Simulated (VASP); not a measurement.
# Dy (P6_3/mmc) in VASP: a series of runs

Dy is run at these levels: PBE; tasks: single point, relaxation of cell and atoms.

Everything below comes from runs of VASP 6.6.1. Logs are shortened: lines on timing, memory, paths and dates and some standing lists are left out, and cuts for length are marked.

### Step 1. The cell of the first run

It takes space group P6_3/mmc (No. 194, hexagonal). Conventional cell: a = 3.632 Å, b = 3.632 Å, c = 5.822 Å, α = 90.00°, β = 90.00°, γ = 120.00°. Dy (site symmetry -6m2) has 12 Dy at 3.59 to 3.63 Å within 4.7 Å.

### Step 2. Single point, PBE, collinear spin, ferromagnetic start

Contents of INCAR:

```
PREC = Accurate
ENCUT = 520
EDIFF = 1E-6
ISMEAR = 0
SIGMA = 0.05
LREAL = F
LASPH = T
NELM = 150
ALGO = Normal
ISIF = 2
LWAVE = F
LCHARG = F
ISPIN = 2
MAGMOM = 5 5
LORBIT = 11
LMAXMIX = 6
GGA = PE
NBANDS = 31
```

Contents of KPOINTS:

```
regular mesh
0
Gamma
  6 6 4
```

Contents of POSCAR:

```
Dy
1.0
    3.6318413203      0.0000000000      0.0000000000
   -1.8159206602      3.1452668459      0.0000000000
    0.0000000000      0.0000000000      5.8219067744
Dy
2
Direct
    0.3333333333      0.6666666667      0.7500000000
    0.6666666667      0.3333333333      0.2500000000
```

Potentials or basis: VASP PAW PBE potentials, release 64 (Dy).

Command:

```bash
$ cat potpaw_PBE.64/Dy/POTCAR > POTCAR
$ mpirun -np 1 vasp_std > vasp.out
```

OUTCAR:

```text
PREC = Accurate
   ENCUT = 520
   EDIFF = 1E-6
   ISMEAR = 0
   LREAL = F
   LASPH = T
   NELM = 150
   ISIF = 2
   ISPIN = 2
   LORBIT = 11
   GGA = PE

 ion  position               nearest neighbor table
   1  0.333  0.667  0.750-
   2  0.667  0.333  0.250-

  LATTYP: Found a hexagonal cell.
 ALAT       =     3.6318413203
 C/A-ratio  =     1.6030179352

  Lattice vectors:

 A1 = (   3.6318413203,   0.0000000000,   0.0000000000)
 A2 = (  -1.8159206602,   3.1452668459,   0.0000000000)
 A3 = (   0.0000000000,   0.0000000000,   5.8219067744)

Analysis of symmetry for initial positions (statically):
=====================================================================
 Subroutine PRICEL returns:
 Original cell was already a primitive cell.

 Routine SETGRP: Setting up the symmetry group for a
 hexagonal supercell.

 Subroutine GETGRP returns: Found 24 space group operations
 (whereof 12 operations were pure point group operations)
 out of a pool of 24 trial point group operations.

The static configuration has the point symmetry D_3d.
 The point group associated with its full space group is D_6h.

Analysis of symmetry for dynamics (positions and initial velocities):
=====================================================================
 Subroutine PRICEL returns:
 Original cell was already a primitive cell.

 Routine SETGRP: Setting up the symmetry group for a
 hexagonal supercell.

 Subroutine GETGRP returns: Found 24 space group operations
 (whereof 12 operations were pure point group operations)
 out of a pool of 24 trial point group operations.

The dynamic configuration has the point symmetry D_3d.
 The point group associated with its full space group is D_6h.

Analysis of structural, dynamic, and magnetic symmetry:
=====================================================================
 Subroutine PRICEL returns:
 Original cell was already a primitive cell.

 Routine SETGRP: Setting up the symmetry group for a
 hexagonal supercell.

 Subroutine GETGRP returns: Found 24 space group operations
 (whereof 12 operations were pure point group operations)
 out of a pool of 24 trial point group operations.

The overall configuration has the point symmetry D_3d.
 The point group associated with its full space group is D_6h.

 Subroutine INISYM returns: Found 24 space group operations
 (whereof 12 operations are pure point group operations),
 and found     1 'primitive' translations

----------------------------------------------------------------------------------------

                                     Primitive cell

  volume of cell :      66.5043

  direct lattice vectors                    reciprocal lattice vectors
     3.631841320  0.000000000  0.000000000     0.275342426  0.158969024  0.000000000
    -1.815920660  3.145266846  0.000000000     0.000000000  0.317938048  0.000000000
     0.000000000  0.000000000  5.821906774     0.000000000  0.000000000  0.171765031

  length of vectors
     3.631841320  3.631841320  5.821906774     0.317938048  0.317938048  0.171765031

  position of ions in fractional coordinates (direct lattice)
     0.333333333  0.666666667  0.750000000
     0.666666667  0.333333333  0.250000000

  ion indices of the primitive-cell ions
   primitive index   ion index
                 1           1
                 2           2

----------------------------------------------------------------------------------------

 KPOINTS: regular mesh

Automatic generation of k-mesh.
 Grid dimensions read from file:
 generate k-points for:    6    6    4

 Generating k-lattice:

  Cartesian coordinates                     Fractional coordinates (reciprocal lattice)
     0.045890404  0.026494837  0.000000000     0.166666667 -0.000000000  0.000000000
     0.000000000  0.052989675  0.000000000     0.000000000  0.166666667  0.000000000
     0.000000000  0.000000000  0.042941258     0.000000000  0.000000000  0.250000000

  Length of vectors
     0.052989675  0.052989675  0.042941258

  Shift w.r.t. Gamma in fractional coordinates (k-lattice)
     0.000000000  0.000000000  0.000000000

 Subroutine IBZKPT returns following result:
 ===========================================

 Found     21 irreducible k-points:

 Following reciprocal coordinates:
            Coordinates               Weight
  0.000000  0.000000  0.000000      1.000000
  0.166667  0.000000  0.000000      6.000000
  0.333333  0.000000  0.000000      6.000000
  0.500000  0.000000  0.000000      3.000000
  0.166667  0.166667  0.000000      6.000000
  0.333333  0.166667  0.000000     12.000000
[... 13 lines left out ...]
  0.333333  0.166667  0.500000     12.000000
  0.333333  0.333333  0.500000      2.000000
   k-points           NKPTS =     21   k-points in BZ     NKDIM =     21   number of bands    NBANDS=     31
   number of dos      NEDOS =    301   number of ions     NIONS =      2
   total plane-waves  NPLWV =  37632
   dimension x,y,z NGX =    28 NGY =   28 NGZ =   48
   dimension x,y,z NGXF=    56 NGYF=   56 NGZF=   96
   ions per type =               2
   NGX,Y,Z   is equivalent  to a cutoff of  12.82, 12.82, 13.71 a.u.
   NGXF,Y,Z  is equivalent  to a cutoff of  25.63, 25.63, 27.41 a.u.
 SYSTEM =  unknown system
   PREC   = accura    normal or accurate (medium, high low for compatibility)
   ISTART =      0    job   : 0-new  1-cont  2-samecut
   ICHARG =      2    charge: 1-file 2-atom 10-const
   ISPIN  =      2    spin polarized calculation?
   LNONCOLLINEAR =      F non collinear calculations
   LSORBIT =      F    spin-orbit coupling
   LASPH  =      T    aspherical Exc in radial PAW
   ENCUT  =  520.0 eV  38.22 Ry    6.18 a.u.   6.75  6.75 10.82*2*pi/ulx,y,z
   NELM   =    150;   NELMIN=  2; NELMDL= -5     # of ELM steps
   EDIFF  = 0.1E-05   stopping-criterion for ELM
   LREAL  =      F    real-space projection
   EDIFFG = 0.1E-04   stopping-criterion for IOM
   NSW    =      0    number of steps for IOM
   IBRION =     -1    ionic relax: 0-MD 1-quasi-New 2-CG
   NFREE  =      0    steps in history (QN), initial steepest desc. (CG)
   ISIF   =      2    stress and relaxation
   ISYM   =      2    0-nonsym 1-usesym 2-fastsym
   POTIM  = 0.5000    time-step for ionic-motion
   TEBEG  =    0.0;   TEEND  =   0.0 temperature during run
   PSTRESS=    0.0 pullay stress
   NELECT =      40.0000    total number of electrons
   NUPDOWN=      -1.0000    fix difference up-down
   EMIN   =  10.00;   EMAX   =-10.00  energy-range for DOS
   EFERMI =   0.00;   METHOD = LEGACY
   ISMEAR =     0;   SIGMA  =   0.05  broadening in eV -4-tet -1-fermi 0-gaus
   EFERMI_NEDOS =   21; number of points for ismear=-14 and -15
   IALGO  =     38    algorithm
   IMIX   =      4    mixing-type and parameters
     AMIX     =   0.40;   BMIX     =  1.00
     AMIX_MAG =   1.60;   BMIX_MAG =  1.00
  volume/ion in A,a.u.               =      33.25       224.40
  Fermi-wavevector in a.u.,A,eV,Ry     =   1.381905  2.611422 25.982533  1.909662
  Thomas-Fermi vector in A             =   2.506646
   LORBIT       =     11    0 simple, 1 ext, 2 COOP (PROOUT), +10 PAW based schemes
   GGA     = PE    functional components
   LHFCALC =     F    Hartree Fock is set to
   AEXX    =    0.0000 exact exchange contribution
   IVDW    =     0    specifies the selected vdW correction
   LEPSILON=     F    determine dielectric tensor
   LRPA    =     F    only Hartree local field effects (RPA)
 spin polarized calculation
 Gauss-broadening in eV      SIGMA  =   0.05
  energy-cutoff  :      520.00
  volume of cell :       66.50
 maximum number of plane-waves:      1822
 NGX is ok and might be reduce to    28
   NGX = 13   NGY = 13   NGZ = 21

 number of electron      40.0000003 magnetization      10.2017268

 number of electron      40.0000003 magnetization       9.5966293

 Free energy of the ion-electron system (eV)
  ---------------------------------------------------
  ext. energy  EPLUGINS =         0.00000000
  ---------------------------------------------------
  free energy    TOTEN  =       -15.75483560 eV

  energy without entropy =      -15.73938214  energy(sigma->0) =      -15.74710887

 E-fermi :   2.5407     XC(G=0):  -9.9100

 val. band max:        2.5389417289   @ k =   0.1667   0.1667   0.5000
 cond. band min:       2.5408064711   @ k =   0.1667   0.0000   0.0000
 fundamental gap:      0.0018647422
 Fermi energy:         2.5406764611

 spin component 1

 k-point     1 :       0.0000    0.0000    0.0000
  band No.  band energies     occupation
      1     -44.6279      1.00000
      2     -44.5791      1.00000
      3     -20.8849      1.00000
      4     -20.2787      1.00000
      5     -20.1823      1.00000
      6     -20.1823      1.00000
[... 23 lines left out ...]
     30       5.2050      0.00000
     31       5.7046      0.00000
[... 648 lines left out ...]
  band No.  band energies     occupation
      1     -44.5729      1.00000
      2     -44.5729      1.00000
      3     -20.6604      1.00000
      4     -20.6604      1.00000
      5     -20.4325      1.00000
      6     -20.4325      1.00000
[... 23 lines left out ...]
     30       5.5747      0.00000
     31       7.6380      0.00000
 Fermi energy:         2.5406764611

 spin component 2

 k-point     1 :       0.0000    0.0000    0.0000
  band No.  band energies     occupation
      1     -42.5404      1.00000
      2     -42.4830      1.00000
      3     -19.3822      1.00000
      4     -18.6925      1.00000
      5     -18.6925      1.00000
      6     -18.6801      1.00000
[... 23 lines left out ...]
     30       5.7864      0.00000
     31       6.4306      0.00000
[... 649 lines left out ...]
      1     -42.4753      1.00000
      2     -42.4753      1.00000
      3     -19.1785      1.00000
      4     -19.1785      1.00000
      5     -18.9861      1.00000
      6     -18.9861      1.00000
[... 23 lines left out ...]
     30       6.1910      0.00000
     31       8.3120      0.00000

------------------------ aborting loop because EDIFF is reached ----------------------------------------

  FORCE on cell =-STRESS in cart. coord.  units (eV):
  Direction    XX          YY          ZZ          XY          YZ          ZX
  --------------------------------------------------------------------------------------
  -------------------------------------------------------------------------------------
  Total       -0.0850664     -0.0850664      0.0089080      0.0000000      0.0000000      0.0000000
  in kB       -2.0493633     -2.0493633      0.2146052      0.0000000      0.0000000      0.0000000
  external PRESSURE =      -1.2947071 kB  Pullay stress =       0.0000000 kB

 VOLUME and BASIS-vectors are now :
 -----------------------------------------------------------------------------
  energy-cutoff  :      520.00
  volume of cell :       66.50
      direct lattice vectors                 reciprocal lattice vectors
     3.631841320  0.000000000  0.000000000     0.275342426  0.158969024  0.000000000
    -1.815920660  3.145266846  0.000000000     0.000000000  0.317938048  0.000000000
     0.000000000  0.000000000  5.821906774     0.000000000  0.000000000  0.171765031

 POSITION                                       TOTAL-FORCE (eV/Angst)
 -----------------------------------------------------------------------------------
     -0.00000      2.09684      4.36643         0.000000      0.000000      0.000000
      1.81592      1.04842      1.45548        -0.000000      0.000000      0.000000
 -----------------------------------------------------------------------------------
    total drift:                               -0.000000      0.000000     -0.000000

  FREE ENERGIE OF THE ION-ELECTRON SYSTEM (eV)
  ---------------------------------------------------
  free  energy   TOTEN  =       -15.7548356012 eV

  energy  without entropy=      -15.7393821377  energy(sigma->0) =      -15.74710887

 total charge

# of ion       s       p       d       f       tot
--------------------------------------------------
    1        2.163   5.807   0.494   9.276  17.740
    2        2.163   5.807   0.494   9.276  17.740
--------------------------------------------------
tot          4.325  11.614   0.988  18.553  35.480

 magnetization (x)

# of ion       s       p       d       f       tot
--------------------------------------------------
    1        0.009  -0.048   0.076   4.573   4.611
    2        0.009  -0.048   0.076   4.573   4.611
--------------------------------------------------
tot          0.018  -0.095   0.152   9.147   9.222
```

Wall time 1.8 min (1 thread of Intel Xeon 6975P-C (Granite Rapids), shared host); peak memory 0.26 GiB.

What came out:

| Quantity | Value |
| --- | --- |
| Free energy | -15.7548 eV |
| Pressure | -0.1 GPa |
| Net moment | 9.60 μB per cell |
| Site moments | Dy +4.61 μB |
| Valence electrons inside the program's atomic spheres | Dy 17.74 |

Levels at points of the mesh, in eV from the Fermi level:
Spin up:
| k point | band 21 | band 22 | band 23 | band 24 | band 25 | band 26 | band 27 | band 28 | band 29 | band 30 |
| --- | --- | --- | --- | --- | --- | --- | --- | --- | --- | --- |
| (0.00, 0.00, 0.00) | -2.84 | -2.65 | -2.64 | -2.04 | 0.92 | 2.03 | 2.03 | 2.15 | 2.66 | 2.66 |
| (0.50, 0.00, 0.00) | -2.53 | -2.52 | -1.81 | -1.18 | -0.86 | 0.07 | 1.44 | 1.67 | 2.25 | 5.87 |
| (0.00, 0.00, 0.50) | -2.90 | -2.90 | -2.62 | -2.62 | 1.03 | 1.03 | 1.94 | 1.94 | 1.94 | 1.94 |
| (0.50, 0.00, 0.50) | -2.52 | -2.52 | -1.78 | -1.78 | 0.12 | 0.12 | 1.61 | 1.61 | 3.10 | 3.10 |
Spin down:
```csv
k point,band 13,band 14,band 15,band 16,band 17,band 18
"(0.00, 0.00, 0.00)",-0.41,-0.35,0.03,0.03,0.07,0.07
"(0.50, 0.00, 0.00)",-0.46,-0.25,-0.20,0.04,0.10,0.11
"(0.00, 0.00, 0.50)",-0.36,-0.36,0.05,0.05,0.05,0.05
"(0.50, 0.00, 0.50)",-0.22,-0.22,-0.04,-0.04,0.13,0.13
```

Caveat: the magnetic or orbital state may not be the lowest; spin-orbit coupling is left out, which moves the levels of the heavy elements. The state reached can hang on the start; a lower one may exist.

### Step 3. Relaxation of cell and atoms, PBE, collinear spin, ferromagnetic start

This run uses another cell than the first one, of 31.51 Å³/atom, 0.948 times its volume.

Contents of INCAR:

```
ALGO = Normal ; EDIFF = 1E-7
EDIFFG = -0.03 ; ENCUT = 600
GGA = PE ; IBRION = 2
ISIF = 3 ; ISMEAR = 0
ISPIN = 2 ; LASPH = True
LCHARG = False ; LMAXMIX = 6
LORBIT = 11 ; LREAL = False
LWAVE = False ; MAGMOM = 5 5
NELM = 150 ; NSW = 80
PREC = Accurate ; SIGMA = 0.05
```

Contents of KPOINTS:

```
k-points
0
Gamma
  6 6 4
```

Contents of POSCAR:

```
Dy
1.0
    3.5900000000      0.0000000000      0.0000000000
   -1.7950000000      3.1090311996      0.0000000000
    0.0000000000      0.0000000000      5.6470700000
Dy
2
Direct
    0.3333333333      0.6666666667      0.7500000000
    0.6666666667      0.3333333333      0.2500000000
```

Potentials or basis: VASP PAW PBE potentials, release 64 (Dy).

Command:

```bash
$ cat potpaw_PBE.64/Dy/POTCAR > POTCAR
$ mpirun -np 1 vasp_std > vasp.out
```

Wall time 12 min (1 thread of Intel Xeon 6975P-C (Granite Rapids), shared host); peak memory 0.33 GiB.

It converged, with:

```yaml
Free_energy: -15.7557 eV
Relaxed_volume: 33.43 Å³/atom
Relaxed_cell: a = 3.642 Å, b = 3.642 Å, c = 5.821 Å, α = 90.00°, β = 90.00°, γ = 120.00°
Space_group_after_relaxing_to_0.05_Å: P6_3/mmc (No. 194)
Energy_gained_by_relaxing: 11.3 meV/atom
Ionic_steps: 3
Pressure_after_relaxing: 0.0 GPa
Net_moment: 9.60 μB per cell
Site_moments: Dy +4.61 μB
Valence_electrons_inside_the_program's_atomic_spheres: Dy 17.74
```

Stress tensor (GPa, compression positive):
```
-0.11  0.00  0.00
 0.00 -0.11  0.00
 0.00  0.00  0.12
```

Step by step:
| step | energy change (eV) | largest force (eV/Å) | pressure (GPa) | volume (Å³) |
| --- | --- | --- | --- | --- |
| 1 | 0.0000 | 0.0000 | 1.70 | 63.03 |
| 2 | -0.0218 | 0.0000 | 0.25 | 66.13 |
| 3 | -0.0226 | 0.0000 | -0.03 | 66.85 |

Final structure:
```cif
data_structure
_symmetry_space_group_name_H-M 'P 1'
_symmetry_Int_Tables_number 1
_cell_length_a 3.6416
_cell_length_b 3.6416
_cell_length_c 5.8211
_cell_angle_alpha 90.000
_cell_angle_beta 90.000
_cell_angle_gamma 120.000
_cell_volume 66.85
loop_
_atom_site_label
_atom_site_type_symbol
_atom_site_fract_x
_atom_site_fract_y
_atom_site_fract_z
_atom_site_occupancy
Dy1 Dy 0.33333 0.66667 0.75000 1
Dy2 Dy 0.66667 0.33333 0.25000 1
```

Levels at points of the mesh, in eV from the Fermi level:
Spin up:
```csv
k point,band 21,band 22,band 23,band 24,band 25,band 26,band 27,band 28,band 29
"(0.00, 0.00, 0.00)",-2.84,-2.64,-2.64,-2.03,0.92,2.02,2.02,2.17,2.66
"(0.50, 0.00, 0.00)",-2.53,-2.52,-1.82,-1.17,-0.85,0.05,1.44,1.65,2.26
"(0.00, 0.00, 0.50)",-2.90,-2.90,-2.62,-2.62,1.04,1.04,1.93,1.93,1.93
"(0.50, 0.00, 0.50)",-2.52,-2.52,-1.77,-1.77,0.12,0.12,1.59,1.59,3.08
```
Spin down:
| k point | band 13 | band 14 | band 15 | band 16 | band 17 | band 18 |
| --- | --- | --- | --- | --- | --- | --- |
| (0.00, 0.00, 0.00) | -0.40 | -0.35 | 0.03 | 0.03 | 0.07 | 0.07 |
| (0.50, 0.00, 0.00) | -0.47 | -0.25 | -0.20 | 0.04 | 0.10 | 0.11 |
| (0.00, 0.00, 0.50) | -0.36 | -0.36 | 0.05 | 0.05 | 0.05 | 0.05 |
| (0.50, 0.00, 0.50) | -0.22 | -0.22 | -0.04 | -0.04 | 0.13 | 0.13 |

Caveat: the magnetic or orbital state may not be the lowest; spin-orbit coupling is left out, which moves the levels of the heavy elements. The state reached can hang on the start; a lower one may exist.
